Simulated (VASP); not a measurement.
ZnCu, 2 atoms in the cell. Symmetry: Cmmm, No. 65, orthorhombic system. Conventional cell: a = 2.883 Å, b = 4.110 Å, c = 4.412 Å, α = 90.00°, β = 90.00°, γ = 90.00°. Within 3.3 Å of Zn (site symmetry mmm) lie 6 Zn at 2.51 to 2.88 Å and 8 Cu at 2.64 to 3.01 Å. Cu (site symmetry mmm) has 6 Cu at 2.51 to 2.88 Å and 8 Zn at 2.64 to 3.01 Å within 3.3 Å.  This cell differs from its parent crystal: ratio of the length along z to the lengths across it x 1.1, volume and fractional coordinates fixed.

- Program: VASP 6.6.1
- Task: single point
- Functional: PBE
- Potentials or basis: VASP PAW PBE potentials, release 64 (Zn, Cu)
- Cutoff: 520 eV
- k mesh: 22 × 22 × 14
- Occupations: gaussian, width 0.15 eV
- Spin: no spin polarisation
- Dipole correction: no
- Further INCAR settings: ALGO = Fast; EDIFF = 1e-06; NBANDS = 18

Potentials or basis: VASP PAW PBE potentials, release 64 (Zn, Cu).

Command:

```console
$ cat potpaw_PBE.64/Zn/POTCAR potpaw_PBE.64/Cu/POTCAR > POTCAR
$ mpirun -np 1 vasp_std > vasp.out
```

Hardware: 1 thread of Intel(R) Xeon(R) 6975P-C (Granite Rapids), with other jobs on the host.

**Question.** How long does it take, and how much memory?

**Answer.** It took 3.3 min on 1 thread of Intel(R) Xeon(R) 6975P-C (Granite Rapids) (shared host), peak memory 0.59 GiB. Counts: scf iterations 15, k points 1064.
